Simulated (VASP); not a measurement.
Here is a VASP 6.6.1 calculation.

Contents of INCAR:

```
PREC = Accurate
ENCUT = 520
EDIFF = 1E-8
ISMEAR = -1
SIGMA = 0.08
LREAL = False
LASPH = True
NELM = 150
ALGO = Normal
ISIF = 2
LWAVE = False
LCHARG = False
MAGMOM = 0 0 0 0 0 0
LORBIT = 11
LSORBIT = True
GGA_COMPAT = False
LORBMOM = True
GGA = PE
LEFG = True
NBANDS = 30
```

File KPOINTS:

```
Automatic mesh
0
Gamma
  10 10 10
```

File POSCAR:

```
CdTe
1.0
    0.0000000000      3.2050000000      3.2050000000
    3.2050000000      0.0000000000      3.2050000000
    3.2050000000      3.2050000000      0.0000000000
Cd Te
1 1
Direct
    0.0000000000      0.0000000000      0.0000000000
    0.7500000000      0.7500000000      0.7500000000
```

Potentials or basis: VASP PAW PBE potentials, release 64 (Cd, Te).

Launch:

```console
$ cat potpaw_PBE.64/Cd/POTCAR potpaw_PBE.64/Te/POTCAR > POTCAR
$ mpirun -np 1 vasp_ncl > vasp.out
```

Question: What does it give for the net moment?

Answer: 0.00 μB per cell.

Question: Estimate the pressure.

Answer: 4.4 GPa.

Moments on the atoms (μB; x, y, z):
```
Cd  0.00 0.00 0.00
Te  0.00 0.00 0.00
```

Caveat: the cell stands under pressure.
